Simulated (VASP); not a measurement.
# GaP (F-43m) in VASP: band structure with HSE06

Aim: the band structure of GaP with HSE06.

Everything below comes from runs of VASP 6.6.1. Logs are shortened: lines on timing, memory, paths and dates and some standing lists are left out, and cuts for length are marked.

**1. The cell of the first run**

Symmetry: F-43m, No. 216, cubic system. The conventional cell has a = 5.451 Å, b = 5.451 Å, c = 5.451 Å, α = 90.00°, β = 90.00°, γ = 90.00°. Within 3.1 Å of Ga (site symmetry -43m) lie 4 P at 2.36 Å. Within 3.1 Å of P (site symmetry -43m) lie 4 Ga at 2.36 Å.

**2. Band structure, HSE06**

POSCAR

```
GaP
1.0
    0.0000000000      2.7252500000      2.7252500000
    2.7252500000      0.0000000000      2.7252500000
    2.7252500000      2.7252500000      0.0000000000
Ga P
1 1
Direct
    0.0000000000      0.0000000000      0.0000000000
    0.7500000000      0.7500000000      0.7500000000
```

INCAR.step1

```
SYSTEM = GaP
ALGO = Normal
EDIFF = 1E-6
EFERMI = MIDGAP
ENCUT = 330
GGA = PE
GGA_COMPAT = .FALSE.
ISMEAR = 0
LASPH = .TRUE.
LCHARG = .FALSE.
LREAL = .FALSE.
LWAVE = .TRUE.
NBANDS = 21
NELM = 120
PREC = Accurate
SIGMA = 0.03
```

INCAR.step2

```
SYSTEM = GaP
ALGO = Normal
EDIFF = 1E-6
EFERMI = MIDGAP
ENCUT = 330
GGA = PE
GGA_COMPAT = .FALSE.
HFSCREEN = 0.2
ISMEAR = 0
ISTART = 1
LASPH = .TRUE.
LCHARG = .FALSE.
LHFCALC = .TRUE.
LREAL = .FALSE.
LWAVE = .FALSE.
NBANDS = 21
NELM = 120
PREC = Accurate
PRECFOCK = Fast
SIGMA = 0.03
```

KPOINTS

```
Automatic mesh
0
Gamma
  4 4 4
  0 0 0
```

KPOINTS_OPT

```
path GXWKGLUWLK,UX
6
line-mode
reciprocal
 0.0000000000  0.0000000000  0.0000000000  G
 0.5000000000  0.0000000000  0.5000000000  X

 0.5000000000  0.0000000000  0.5000000000  X
 0.5000000000  0.2500000000  0.7500000000  W

 0.5000000000  0.2500000000  0.7500000000  W
 0.3750000000  0.3750000000  0.7500000000  K

 0.3750000000  0.3750000000  0.7500000000  K
 0.0000000000  0.0000000000  0.0000000000  G

 0.0000000000  0.0000000000  0.0000000000  G
 0.5000000000  0.5000000000  0.5000000000  L

 0.5000000000  0.5000000000  0.5000000000  L
 0.6250000000  0.2500000000  0.6250000000  U

 0.6250000000  0.2500000000  0.6250000000  U
 0.5000000000  0.2500000000  0.7500000000  W

 0.5000000000  0.2500000000  0.7500000000  W
 0.5000000000  0.5000000000  0.5000000000  L

 0.5000000000  0.5000000000  0.5000000000  L
 0.3750000000  0.3750000000  0.7500000000  K

 0.6250000000  0.2500000000  0.6250000000  U
 0.5000000000  0.0000000000  0.5000000000  X
```

Potentials or basis: VASP PAW PBE potentials, release 64 (Ga_d, P).

Command:

```console
$ cat potpaw_PBE.64/Ga_d/POTCAR potpaw_PBE.64/P/POTCAR > POTCAR
$ cp INCAR.step1 INCAR
$ mpirun -np 1 vasp_std > vasp.out
$ cp INCAR.step2 INCAR
$ mpirun -np 1 vasp_std > vasp.out
```

OUTCAR:

```text
SYSTEM = GaP
   EDIFF = 1E-6
   EFERMI = MIDGAP
   ENCUT = 330
   GGA = PE
   HFSCREEN = 0.2
   ISMEAR = 0
   ISTART = 1
   LASPH = .TRUE.
   LHFCALC = .TRUE.
   LREAL = .FALSE.
   NELM = 120
   PREC = Accurate
   PRECFOCK = Fast

 Found      8 irreducible k-points:

 Following reciprocal coordinates:
            Coordinates               Weight
  0.000000  0.000000  0.000000      1.000000
  0.250000  0.000000  0.000000      8.000000
  0.500000  0.000000  0.000000      4.000000
  0.250000  0.250000  0.000000      6.000000
  0.500000  0.250000  0.000000     24.000000
 -0.250000  0.250000  0.000000     12.000000
   k-points           NKPTS =      8   k-points in BZ     NKDIM =     64   number of bands    NBANDS=     21
   number of dos      NEDOS =    301   number of ions     NIONS =      2
   total plane-waves  NPLWV =  13824
   dimension x,y,z NGX =    24 NGY =   24 NGZ =   24
   dimension x,y,z NGXF=    48 NGYF=   48 NGZF=   48
   ions per type =               1   1
   NGX,Y,Z   is equivalent  to a cutoff of  10.35, 10.35, 10.35 a.u.
   NGXF,Y,Z  is equivalent  to a cutoff of  20.70, 20.70, 20.70 a.u.
 SYSTEM =  GaP
   PREC   = accura    normal or accurate (medium, high low for compatibility)
   ISTART =      1    job   : 0-new  1-cont  2-samecut
   ICHARG =      0    charge: 1-file 2-atom 10-const
   ISPIN  =      1    spin polarized calculation?
   LNONCOLLINEAR =      F non collinear calculations
   LSORBIT =      F    spin-orbit coupling
   LASPH  =      T    aspherical Exc in radial PAW
   ENCUT  =  330.0 eV  24.25 Ry    4.92 a.u.   5.71  5.71  5.71*2*pi/ulx,y,z
   NELM   =    120;   NELMIN=  2; NELMDL=  0     # of ELM steps
   EDIFF  = 0.1E-05   stopping-criterion for ELM
   LREAL  =      F    real-space projection
   EDIFFG = 0.1E-04   stopping-criterion for IOM
   NSW    =      0    number of steps for IOM
   IBRION =     -1    ionic relax: 0-MD 1-quasi-New 2-CG
   NFREE  =      0    steps in history (QN), initial steepest desc. (CG)
   ISIF   =      0    stress and relaxation
   ISYM   =      3    0-nonsym 1-usesym 2-fastsym
   POTIM  = 0.5000    time-step for ionic-motion
   TEBEG  =    0.0;   TEEND  =   0.0 temperature during run

   SCALEE = 1.0000    scale energy and forces
   PSTRESS=    0.0 pullay stress
   NELECT =      18.0000    total number of electrons
   NUPDOWN=      -1.0000    fix difference up-down
   EMIN   =  10.00;   EMAX   =-10.00  energy-range for DOS
   EFERMI =   0.00;   METHOD = MIDGAP
   ISMEAR =     0;   SIGMA  =   0.03  broadening in eV -4-tet -1-fermi 0-gaus
   EFERMI_NEDOS =   21; number of points for ismear=-14 and -15
   IALGO  =     38    algorithm
   IMIX   =      1    mixing-type and parameters
     AMIX     =   0.40;   BMIX     =  1.00
     AMIX_MAG =   1.60;   BMIX_MAG =  1.00
  volume/ion in A,a.u.               =      20.24       136.59
  Fermi-wavevector in a.u.,A,eV,Ry     =   1.249538  2.361284 21.243377  1.561344
  Thomas-Fermi vector in A             =   2.383574
   LORBIT       =      0    0 simple, 1 ext, 2 COOP (PROOUT), +10 PAW based schemes
   GGA     = PE    functional components
   LHFCALC =     T    Hartree Fock is set to
   PRECFOCK=fast      Normal, Fast or Accurate (Low or Medium for compatibility)
   ENCUT4O =  -1.0   cutoff for four orbital integrals eV
   NKREDX  =     1    reduce k-point grid by
   NKREDY  =     1    reduce k-point grid by
   NKREDZ  =     1    reduce k-point grid by
   AEXX    =    0.2500 exact exchange contribution
   HFSCREEN=    0.2000 screening length (either q_TF or 0.3 A-1)
   HFSCREENC=   0.2000 screening length for correlation (either q_TF or 0.3 A-1)
   ENCUTFOCK=  -1.0 apply spherical cutoff to Coloumb kernel
   IVDW    =     0    specifies the selected vdW correction
   LEPSILON=     F    determine dielectric tensor
   LRPA    =     F    only Hartree local field effects (RPA)

   CSHIFT  =0.1000    complex shift for real part using Kramers Kronig

   OMEGAMAX=  -1.0    maximum frequency
 non-spin polarized calculation
 Gauss-broadening in eV      SIGMA  =   0.03
  energy-cutoff  :      330.00
  volume of cell :       40.48
 maximum number of plane-waves:       568
 NGX is ok and might be reduce to    24
  NGX = 14; NGY = 14; NGZ = 14

 number of electron      17.9999982 magnetization

 Free energy of the ion-electron system (eV)
  ---------------------------------------------------
  ext. energy  EPLUGINS =         0.00000000
  ---------------------------------------------------
  free energy    TOTEN  =       -10.69399786 eV

  energy without entropy =      -10.69399786  energy(sigma->0) =      -10.69399786

  exchange ACFDT corr.  =         0.00000000  see jH, gK, PRB 81, 115126

 E-fermi :   5.3824     XC(G=0):  -8.1280

 val. band max:        4.2184802686   @ k =   0.0000   0.0000   0.0000
 cond. band min:       6.5462681430   @ k =   0.5000   0.5000   0.0000
 fundamental gap:      2.3277878744
 Fermi energy:         5.3823742058

 k-point     1 :       0.0000    0.0000    0.0000
  band No.  band energies     occupation
      1     -12.8394      2.00000
      2     -12.8394      2.00000
      3     -12.8394      2.00000
      4     -12.7383      2.00000
      5     -12.7383      2.00000
      6      -9.5483      2.00000
[... 13 lines left out ...]
     20      21.0278      0.00000
     21      30.8777      0.00000

 k-point     2 :       0.2500    0.0000    0.0000
  band No.  band energies     occupation
      1     -12.8685      2.00000
      2     -12.8259      2.00000
      3     -12.8259      2.00000
      4     -12.7375      2.00000
      5     -12.7375      2.00000
      6      -8.7136      2.00000
[... 13 lines left out ...]
     20      24.8052      0.00000
     21      25.1139      0.00000

 k-point     3 :       0.5000    0.0000    0.0000
  band No.  band energies     occupation
      1     -12.8961      2.00000
      2     -12.8159      2.00000
      3     -12.8159      2.00000
      4     -12.7329      2.00000
      5     -12.7329      2.00000
      6      -7.3173      2.00000
[... 13 lines left out ...]
     20      25.9453      0.00000
     21      28.1464      0.00000

 k-point     4 :       0.2500    0.2500    0.0000
  band No.  band energies     occupation
      1     -12.8897      2.00000
      2     -12.8105      2.00000
      3     -12.8105      2.00000
      4     -12.7522      2.00000
      5     -12.7289      2.00000
      6      -8.4275      2.00000
[... 13 lines left out ...]
     20      24.2407      0.00000
     21      24.2407      0.00000

 k-point     5 :       0.5000    0.2500    0.0000
  band No.  band energies     occupation
      1     -12.9083      2.00000
      2     -12.8030      2.00000
      3     -12.7967      2.00000
      4     -12.7517      2.00000
      5     -12.7277      2.00000
      6      -6.9618      2.00000
[... 13 lines left out ...]
     20      24.7846      0.00000
     21      24.9533      0.00000

 k-point     6 :      -0.2500    0.2500    0.0000
  band No.  band energies     occupation
      1     -12.8931      2.00000
      2     -12.8121      2.00000
      3     -12.8089      2.00000
      4     -12.7397      2.00000
      5     -12.7372      2.00000
      6      -7.5149      2.00000
[... 13 lines left out ...]
     20      24.5394      0.00000
     21      24.9002      0.00000

 [... further k-points ...]

------------------------ aborting loop because EDIFF is reached ----------------------------------------

 VOLUME and BASIS-vectors are now :
 -----------------------------------------------------------------------------
  energy-cutoff  :      330.00
  volume of cell :       40.48
      direct lattice vectors                 reciprocal lattice vectors
     0.000000000  2.725250000  2.725250000    -0.183469406  0.183469406  0.183469406
     2.725250000  0.000000000  2.725250000     0.183469406 -0.183469406  0.183469406
     2.725250000  2.725250000  0.000000000     0.183469406  0.183469406 -0.183469406

 POSITION                                       TOTAL-FORCE (eV/Angst)
 -----------------------------------------------------------------------------------
      0.00000      0.00000      0.00000        -0.000000     -0.000000     -0.000000
      4.08788      4.08788      4.08788         0.000000      0.000000      0.000000
 -----------------------------------------------------------------------------------
    total drift:                               -0.000076     -0.000089     -0.000055

  FREE ENERGIE OF THE ION-ELECTRON SYSTEM (eV)
  ---------------------------------------------------
  free  energy   TOTEN  =       -10.6939978603 eV

  energy  without entropy=      -10.6939978603  energy(sigma->0) =      -10.69399786
```

OUTCAR.step1:

```text
SYSTEM = GaP
   EDIFF = 1E-6
   EFERMI = MIDGAP
   ENCUT = 330
   GGA = PE
   ISMEAR = 0
   LASPH = .TRUE.
[... 261 lines left out ...]
      0.00000      0.00000      0.00000         0.000000     -0.000000      0.000000
      4.08788      4.08788      4.08788        -0.000000      0.000000     -0.000000
 -----------------------------------------------------------------------------------
    total drift:                               -0.000001     -0.000001     -0.000002

  FREE ENERGIE OF THE ION-ELECTRON SYSTEM (eV)
  ---------------------------------------------------
  free  energy   TOTEN  =        -8.9759937273 eV

  energy  without entropy=       -8.9759937273  energy(sigma->0) =       -8.97599373
```

OSZICAR.step1:

```text
N       E                     dE             d eps       ncg     rms          rms(c)
DAV:   1     0.901480767993E+02    0.90148E+02   -0.62464E+03   354   0.963E+02
DAV:   2    -0.524316546082E+00   -0.90672E+02   -0.84701E+02   366   0.258E+02
DAV:   3    -0.911327029340E+01   -0.85890E+01   -0.84939E+01   381   0.589E+01
DAV:   4    -0.927074219950E+01   -0.15747E+00   -0.15733E+00   406   0.821E+00
DAV:   5    -0.927279488721E+01   -0.20527E-02   -0.20526E-02   390   0.871E-01    0.429E+00
DAV:   6    -0.900434641074E+01    0.26845E+00   -0.26362E-01   508   0.806E+00    0.289E+00
DAV:   7    -0.897412156405E+01    0.30225E-01   -0.81524E-02   394   0.160E+00    0.113E+00
DAV:   8    -0.897521991075E+01   -0.10983E-02   -0.13173E-02   386   0.105E+00    0.252E-01
DAV:   9    -0.897582109897E+01   -0.60119E-03   -0.13300E-03   371   0.372E-01    0.793E-02
DAV:  10    -0.897591237637E+01   -0.91277E-04   -0.10098E-04   441   0.958E-02    0.405E-02
DAV:  11    -0.897599379302E+01   -0.81417E-04   -0.88657E-05   361   0.609E-02    0.584E-03
DAV:  12    -0.897599372731E+01    0.65711E-07   -0.20645E-06   412   0.120E-02
   1 F= -.89759937E+01 E0= -.89759937E+01  d E =0.000000E+00
```

Run time: 20 min. Hardware: 1 thread of AMD EPYC 7R43 (Zen 3), shared host; peak memory 0.21 GiB.

Results:

| Quantity | Value |
| --- | --- |
| Free energy | -10.6940 eV |
| Band gap on the k mesh | 2.33 eV (least direct gap 2.86 eV) |
| Band gap along the path | 2.32 eV (least direct gap 2.86 eV) |

Levels at the corners of the path, in eV from the valence-band top:
```
point  band 7  band 8  band 9  band 10  band 11  band 12
    Γ    0.00    0.00    0.00     2.86     4.80     4.80
    X   -7.33   -2.92   -2.92     2.33     2.61    12.10
    X   -7.33   -2.92   -2.92     2.33     2.61    12.10
    W   -7.08   -3.88   -3.68     5.54     6.01     7.08
    W   -7.08   -3.88   -3.68     5.54     6.01     7.08
    K   -7.09   -4.27   -2.45     2.95     5.78     9.48
    K   -7.09   -4.27   -2.45     2.95     5.78     9.48
    Γ    0.00    0.00    0.00     2.86     4.80     4.80
    Γ    0.00    0.00    0.00     2.86     4.80     4.80
    L   -7.23   -1.21   -1.21     2.56     5.65     5.65
    L   -7.23   -1.21   -1.21     2.56     5.65     5.65
    U   -7.09   -4.27   -2.45     2.95     5.78     9.48
    U   -7.09   -4.27   -2.45     2.95     5.78     9.48
    W   -7.08   -3.88   -3.68     5.54     6.01     7.08
    W   -7.08   -3.88   -3.68     5.54     6.01     7.08
    L   -7.23   -1.21   -1.21     2.56     5.65     5.65
    L   -7.23   -1.21   -1.21     2.56     5.65     5.65
    K   -7.09   -4.27   -2.45     2.95     5.78     9.48
    U   -7.09   -4.27   -2.45     2.95     5.78     9.48
    X   -7.33   -2.92   -2.92     2.33     2.61    12.10
```

Caveat: the k points lie up to 0.50 Å⁻¹ apart.
